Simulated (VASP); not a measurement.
# Tl (P6_3/mmc) in VASP: a series of runs, part 2 of 2

VASP 6.6.1.

### 4 Relaxation of cell and atoms, PBEsol+D3(BJ), target pressure 30 GPa, at which the enthalpy is minimised

File INCAR:

```
SYSTEM = Tl
PREC = Accurate ; ENCUT = 600
EDIFF = 1E-7 ; ISMEAR = 0
SIGMA = 0.1 ; LREAL = .False.
LASPH = .True. ; NELM = 60
ALGO = Normal ; ISIF = 3
LWAVE = .False. ; LCHARG = .False.
GGA = PS ; IVDW = 12
IBRION = 2 ; NSW = 80
EDIFFG = -0.02 ; PSTRESS = 300.0
```

File KPOINTS:

```
Automatic mesh
0
Gamma
  9 9 5
  0 0 0
```

File POSCAR:

```
Tl
1.0
    3.4300000000      0.0000000000      0.0000000000
   -1.7150000000      2.9704671350      0.0000000000
    0.0000000000      0.0000000000      5.6011900000
Tl
2
Direct
    0.3333333333      0.6666666667      0.2500000000
    0.6666666667      0.3333333333      0.7500000000
```

Potentials or basis: VASP PAW PBE potentials, release 64 (Tl_d).

Command:

```sh
$ cat potpaw_PBE.64/Tl_d/POTCAR > POTCAR
$ mpirun -np 1 vasp_std > vasp.out
```

OUTCAR:

```text
SYSTEM = Tl
   PREC = Accurate
   ENCUT = 600
   EDIFF = 1E-7
   ISMEAR = 0
   LREAL = .False.
   LASPH = .True.
   NELM = 60
   ISIF = 3
   GGA = PS
   IVDW = 12
   IBRION = 2
   NSW = 80
   EDIFFG = -0.02
   PSTRESS = 300.0
 IVDW          = 12

 ion  position               nearest neighbor table
   1  0.333  0.667  0.250-   2 3.43   2 3.43   2 3.43   2 3.43   2 3.43   2 3.43
   2  0.667  0.333  0.750-   1 3.43   1 3.43   1 3.43   1 3.43   1 3.43   1 3.43

  LATTYP: Found a hexagonal cell.
 ALAT       =     3.4300000000
 C/A-ratio  =     1.6330000000

  Lattice vectors:

 A1 = (   3.4300000000,   0.0000000000,   0.0000000000)
 A2 = (  -1.7150000000,   2.9704671350,   0.0000000000)
 A3 = (   0.0000000000,   0.0000000000,   5.6011900000)

Analysis of symmetry for initial positions (statically):
=====================================================================
 Subroutine PRICEL returns:
 Original cell was already a primitive cell.

 Routine SETGRP: Setting up the symmetry group for a
 hexagonal supercell.

 Subroutine GETGRP returns: Found 24 space group operations
 (whereof 12 operations were pure point group operations)
 out of a pool of 24 trial point group operations.

The static configuration has the point symmetry D_3d.
 The point group associated with its full space group is D_6h.

Analysis of symmetry for dynamics (positions and initial velocities):
=====================================================================
 Subroutine PRICEL returns:
 Original cell was already a primitive cell.

 Routine SETGRP: Setting up the symmetry group for a
 hexagonal supercell.

[... 158 lines left out ...]

 Edisp (eV)   -0.76891

 E8    (eV) :    -0.5732
[... 113 lines left out ...]
  energy  without entropy=       -5.9681695988  energy(sigma->0) =       -5.97427843

  enthalpy is  TOTEN    =         3.3659304864 eV   P V=        9.3463177565

 E-fermi :   9.1136     XC(G=0): -11.5234

 val. band max:        9.1010370016   @ k =   0.3333   0.2222   0.2000
 cond. band min:       9.1154863325   @ k =   0.2222   0.1111   0.2000
 fundamental gap:      0.0144493310
 Fermi energy:         9.1135907855

 k-point     1 :       0.0000    0.0000    0.0000
  band No.  band energies     occupation
      1      -3.4594      2.00000
      2      -2.9545      2.00000
      3      -2.8864      2.00000
      4      -2.8864      2.00000
      5      -2.7940      2.00000
      6      -2.7940      2.00000
[... 459 lines left out ...]
      6      -2.7163      2.00000
[... 9 lines left out ...]
     16      11.1742      0.00000
     17      14.6883      0.00000

 [... further k-points ...]

[... ionic steps 4 to 8 ...]

--------------------------------------- Ionic step        9  -------------------------------------------

 number of electron      26.0000000 magnetization

------------------------ aborting loop because EDIFF is reached ----------------------------------------
[... 79 lines left out ...]
--------------------------------------- Ionic step       11  -------------------------------------------

 number of electron      26.0000000 magnetization

 Free energy of the ion-electron system (eV)
  ---------------------------------------------------
  ext. energy  EPLUGINS =         0.00000000
  ---------------------------------------------------
  free energy    TOTEN  =        -3.98433687 eV

  energy without entropy =       -3.97663050  energy(sigma->0) =       -3.98048368

 E-fermi :  11.1299     XC(G=0): -12.2707

 val. band max:       11.1192660771   @ k =   0.4444  -0.0000   0.2000
 cond. band min:      11.1620663614   @ k =   0.3333   0.2222   0.2000
 fundamental gap:      0.0428002843
 Fermi energy:        11.1298905057

 k-point     1 :       0.0000    0.0000    0.0000
  band No.  band energies     occupation
      1      -2.2497      2.00000
      2      -2.1372      2.00000
      3      -1.4917      2.00000
      4      -1.3645      2.00000
      5      -1.3645      2.00000
      6      -1.2463      2.00000
[... 508 lines left out ...]
  energy  without entropy=       -5.0785283562  energy(sigma->0) =       -5.08238155

  enthalpy is  TOTEN    =         2.4129531981 eV   P V=        7.4991879325

 reached required accuracy - stopping structural energy minimisation
```

CONTCAR:

```text
Tl
   1.00000000000000
     3.0188433641059405    0.0000000000000000    0.0000000000000000
    -1.5094216820529702    2.6143950433935434   -0.0000000000000000
    -0.0000000000000000   -0.0000000000000000    5.0744826708032402
  Tl
     2
Direct
     0.3333333332999970    0.6666666667000030    0.2500000000000000
     0.6666666667000030    0.3333333332999970    0.7500000000000000

  0.00000000E+00  0.00000000E+00  0.00000000E+00
  0.00000000E+00  0.00000000E+00  0.00000000E+00
```

It took 3.1 min on 1 thread of AMD EPYC 9R14 (Zen 4), shared host; peak memory 0.2 GiB.

Results:

```
Free energy                                                : -5.0862 eV
Relaxed volume                                             : 20.03 Å³/atom
Relaxed cell                                               : a = 3.019 Å, b = 3.019 Å, c = 5.074 Å, α = 90.00°, β = 90.00°, γ = 120.00°
Space group after relaxing (to 0.1 Å)                      : P6_3/mmc (No. 194)
Energy change on relaxing (the run minimises the enthalpy) : +464.3 meV/atom
Ionic steps                                                : 11
Pressure after relaxing                                    : 30.0 GPa
Band gap on the k mesh                                     : zero (bands 13 and 14 overlap by 5.01 eV)
Dispersion energy per atom                                 : -0.551 eV
```

The path:
```tsv
step	energy change (eV)	largest force (eV/Å)	pressure (GPa)	volume (Å³)
1	0.0000	0.0000	-2.03	57.07
2	18.6604	0.0000	476.19	21.73
3	0.0344	0.0000	4.47	49.91
4	0.2309	0.0000	11.49	45.82
5	1.1639	0.0000	35.31	38.91
6	0.9051	0.0000	29.11	40.21
7	0.9604	0.0000	30.44	39.91
8	0.9596	0.0000	30.57	39.90
9	0.9615	0.0000	30.77	39.88
10	0.8510	0.0000	28.10	40.48
11	0.9285	0.0000	29.97	40.05
```

Final structure:
```cif
data_structure
_symmetry_space_group_name_H-M 'P 1'
_symmetry_Int_Tables_number 1
_cell_length_a 3.0188
_cell_length_b 3.0188
_cell_length_c 5.0745
_cell_angle_alpha 90.000
_cell_angle_beta 90.000
_cell_angle_gamma 120.000
_cell_volume 40.05
loop_
_atom_site_label
_atom_site_type_symbol
_atom_site_fract_x
_atom_site_fract_y
_atom_site_fract_z
_atom_site_occupancy
Tl1 Tl 0.33333 0.66667 0.25000 1
Tl2 Tl 0.66667 0.33333 0.75000 1
```

Levels at points of the mesh, in eV from the Fermi level:
```
           k point  band 11  band 12  band 13  band 14  band 15  band 16
(0.00, 0.00, 0.00)   -11.40    -5.58    -5.04    10.82    11.24    11.24
```

Caveat: the cell is relaxed towards a set pressure, so the run minimises the enthalpy, not the energy; the volume moved by over 15 % at a fixed basis, so the end points are rough; the PAW data sets were made with another functional, which shifts forces and pressure a little; spin-orbit coupling is left out, which moves the levels of the heavy elements.

### 5 Relaxation of cell and atoms, PBEsol+D3(BJ), target pressure 45 GPa, at which the enthalpy is minimised

File INCAR:

```
ALGO = Normal ; EDIFF = 1E-6
EDIFFG = -0.02 ; ENCUT = 600
GGA = PS ; IBRION = 2
ISIF = 3 ; ISMEAR = 0
IVDW = 12 ; LASPH = True
LCHARG = False ; LREAL = False
LWAVE = False ; NELM = 60
NSW = 80 ; PREC = Accurate
PSTRESS = 450.0 ; SIGMA = 0.1
```

File KPOINTS:

```
k-points
0
Gamma
  9 9 5
```

POSCAR is that of step 4.

Potentials or basis: VASP PAW PBE potentials, release 64 (Tl_d).

Command:

```sh
$ cat potpaw_PBE.64/Tl_d/POTCAR > POTCAR
$ mpirun -np 1 vasp_std > vasp.out
```

OUTCAR:

```text
EDIFF = 1E-6
   EDIFFG = -0.02
   ENCUT = 600
   GGA = PS
   IBRION = 2
   ISIF = 3
   ISMEAR = 0
   IVDW = 12
   LASPH = True
   LREAL = False
   NELM = 60
   NSW = 80
   PREC = Accurate
   PSTRESS = 450.0
 IVDW          = 12

 ion  position               nearest neighbor table
   1  0.333  0.667  0.250-   2 3.43   2 3.43   2 3.43   2 3.43   2 3.43   2 3.43
   2  0.667  0.333  0.750-   1 3.43   1 3.43   1 3.43   1 3.43   1 3.43   1 3.43

  LATTYP: Found a hexagonal cell.
 ALAT       =     3.4300000000
 C/A-ratio  =     1.6330000000

  Lattice vectors:

 A1 = (   3.4300000000,   0.0000000000,   0.0000000000)
 A2 = (  -1.7150000000,   2.9704671350,   0.0000000000)
 A3 = (   0.0000000000,   0.0000000000,   5.6011900000)

Analysis of symmetry for initial positions (statically):
=====================================================================
 Subroutine PRICEL returns:
 Original cell was already a primitive cell.

 Routine SETGRP: Setting up the symmetry group for a
 hexagonal supercell.

 Subroutine GETGRP returns: Found 24 space group operations
 (whereof 12 operations were pure point group operations)
 out of a pool of 24 trial point group operations.

The static configuration has the point symmetry D_3d.
 The point group associated with its full space group is D_6h.

Analysis of symmetry for dynamics (positions and initial velocities):
[... 162 lines left out ...]
  energy without entropy =       -5.23460896  energy(sigma->0) =       -5.24022753

------------------------ aborting loop because EDIFF is reached ----------------------------------------

 Edisp (eV)   -0.76891

 E8    (eV) :    -0.5732
[... 113 lines left out ...]
  energy  without entropy=       -6.0155502320  energy(sigma->0) =       -6.02145433

  enthalpy is  TOTEN    =         8.7285570260 eV   P V=       14.7559154557

 E-fermi :   8.1883     XC(G=0): -11.1550

 val. band max:        8.1811167426   @ k =   0.2222   0.1111   0.2000
 cond. band min:       8.2113531599   @ k =   0.3333   0.2222   0.2000
 fundamental gap:      0.0302364173
 Fermi energy:         8.1883043716

 k-point     1 :       0.0000    0.0000    0.0000
  band No.  band energies     occupation
      1      -4.0675      2.00000
      2      -3.6728      2.00000
      3      -3.6154      2.00000
      4      -3.6154      2.00000
      5      -3.5385      2.00000
      6      -3.5385      2.00000
[... 459 lines left out ...]
      6      -3.4562      2.00000
[... 9 lines left out ...]
     16      10.2222      0.00000
     17      13.5058      0.00000

 [... further k-points ...]

[... ionic steps 4 to 8 ...]

--------------------------------------- Ionic step        9  -------------------------------------------

 number of electron      26.0000002 magnetization

------------------------ aborting loop because EDIFF is reached ----------------------------------------
[... 79 lines left out ...]
--------------------------------------- Ionic step       11  -------------------------------------------

 number of electron      26.0000000 magnetization

 Free energy of the ion-electron system (eV)
  ---------------------------------------------------
  ext. energy  EPLUGINS =         0.00000000
  ---------------------------------------------------
  free energy    TOTEN  =        -3.25163231 eV

  energy without entropy =       -3.24237446  energy(sigma->0) =       -3.24700339

 E-fermi :  12.3850     XC(G=0): -12.6895

 val. band max:       12.3710664178   @ k =   0.4444   0.1111   0.0000
 cond. band min:      12.4081942175   @ k =   0.2222   0.1111   0.2000
 fundamental gap:      0.0371277997
 Fermi energy:        12.3850481483

 k-point     1 :       0.0000    0.0000    0.0000
  band No.  band energies     occupation
      1      -1.7325      2.00000
      2      -1.5362      2.00000
      3      -0.5733      2.00000
      4      -0.4535      2.00000
      5      -0.4535      2.00000
      6      -0.3016      2.00000
[... 508 lines left out ...]
  energy  without entropy=       -4.4277349506  energy(sigma->0) =       -4.43236388

  enthalpy is  TOTEN    =         6.0250326272 eV   P V=       10.4620254304

 reached required accuracy - stopping structural energy minimisation
```

OSZICAR:

```text
N       E                     dE             d eps       ncg     rms          rms(c)
DAV:   1     0.135567913552E+03    0.13557E+03   -0.15494E+04  1224   0.161E+03
DAV:   2    -0.286177403679E+01   -0.13843E+03   -0.13653E+03  1287   0.315E+02
[... 107 lines left out ...]
       N       E                     dE             d eps       ncg     rms          rms(c)
DAV:   1    -0.325751562458E+01    0.60877E-02   -0.24010E-01  1256   0.396E+00    0.367E-01
DAV:   2    -0.325327375600E+01    0.42419E-02   -0.36186E-03  1278   0.616E-01    0.196E-01
DAV:   3    -0.325162804733E+01    0.16457E-02   -0.29174E-03  1322   0.534E-01    0.515E-02
DAV:   4    -0.325163407951E+01   -0.60322E-05   -0.18558E-04  1278   0.121E-01    0.108E-02
DAV:   5    -0.325163254806E+01    0.15314E-05   -0.70989E-06  1365   0.297E-02    0.371E-03
DAV:   6    -0.325163231468E+01    0.23338E-06   -0.73583E-07   680   0.840E-03
  11 F= 0.60250326E+01 E0= 0.60296616E+01  d E =-.718844E-03
```

CONTCAR:

```text
Tl
   1.00000000000000
     2.9640783856770585   -0.0000000000000000   -0.0000000000000000
    -1.4820391928385293    2.5669671808323371    0.0000000000000000
     0.0000000000000000   -0.0000000000000000    4.8955764767175909
  Tl
     2
Direct
     0.3333333332999970    0.6666666667000030    0.2500000000000000
     0.6666666667000030    0.3333333332999970    0.7500000000000000

  0.00000000E+00  0.00000000E+00  0.00000000E+00
  0.00000000E+00  0.00000000E+00  0.00000000E+00
```

It took 3.5 min on 1 thread of AMD EPYC 9R14 (Zen 4), shared host; peak memory 0.21 GiB.

Results:

```yaml
Free_energy: -4.4370 eV
Relaxed_volume: 18.62 Å³/atom
Relaxed_cell: a = 2.964 Å, b = 2.964 Å, c = 4.896 Å, α = 90.00°, β = 90.00°, γ = 120.00°
Space_group_after_relaxing_to_0.1_Å: P6_3/mmc (No. 194)
Energy_change_on_relaxing_the_run_minimises_the_enthalpy: +788.9 meV/atom
Ionic_steps: 11
Pressure_after_relaxing: 45.0 GPa
Band_gap_on_the_k_mesh: zero (bands 13 and 14 overlap by 5.51 eV)
Dispersion_energy_per_atom: -0.593 eV
```

The path:
| step | energy change (eV) | largest force (eV/Å) | pressure (GPa) | volume (Å³) |
| --- | --- | --- | --- | --- |
| 1 | 0.0000 | 0.0000 | -2.03 | 57.07 |
| 2 | 100.8848 | 0.0000 | 3124.53 | 12.08 |
| 3 | -0.0126 | 0.0000 | 1.44 | 52.54 |
| 4 | 0.0609 | 0.0000 | 5.65 | 49.08 |
| 5 | 2.8908 | 0.0000 | 75.26 | 33.67 |
| 6 | 1.2452 | 0.0000 | 37.20 | 38.56 |
| 7 | 1.5366 | 0.0000 | 43.91 | 37.40 |
| 8 | 1.6316 | 0.0000 | 46.18 | 37.06 |
| 9 | 1.4549 | 0.0000 | 42.18 | 37.70 |
| 10 | 1.5671 | 0.0000 | 44.66 | 37.29 |
| 11 | 1.5778 | 0.0000 | 45.02 | 37.25 |

Final structure:
```
Tl
1.0
     2.96408    0.00000    0.00000
    -1.48204    2.56697    0.00000
     0.00000    0.00000    4.89558
Tl
2
Direct
  0.33333 0.66667 0.25000
  0.66667 0.33333 0.75000
```

Levels at points of the mesh, in eV from the Fermi level:
```csv
k point,band 9,band 10,band 11,band 12,band 13,band 14,band 15,band 16,band 17
"(0.00, 0.00, 0.00)",-12.37,-11.57,-11.57,-5.51,-5.33,10.59,11.48,11.48,12.33
```

Caveat: the cell is relaxed towards a set pressure, so the run minimises the enthalpy, not the energy; the volume moved by over 15 % at a fixed basis, so the end points are rough; the PAW data sets were made with another functional, which shifts forces and pressure a little; spin-orbit coupling is left out, which moves the levels of the heavy elements.

### 6 The runs side by side

```tsv
cell	gap on the mesh (eV)	pressure (GPa)
relaxed	none	-0.1
relaxed to 15 GPa	none	15.0
relaxed to 30 GPa	none	30.0
relaxed to 45 GPa	none	45.0
```

Alike in all rows: task relaxation of cell and atoms; level PBEsol+D3(BJ); potentials or basis VASP PAW PBE potentials, release 64 (Tl_d); no spin polarisation; k mesh 9 × 9 × 5; cutoff (eV) 600; smearing gaussian 0.1 eV.

Caveats: the PAW data sets were made with another functional, which shifts forces and pressure a little; spin-orbit coupling is left out, which moves the levels of the heavy elements; the cell is relaxed towards a set pressure, so the run minimises the enthalpy, not the energy (at least some runs); the volume moved by over 15 % at a fixed basis, so the end points are rough (at least some runs).

Total energies depend on the potentials used, so only differences within one code and one set of settings carry meaning.
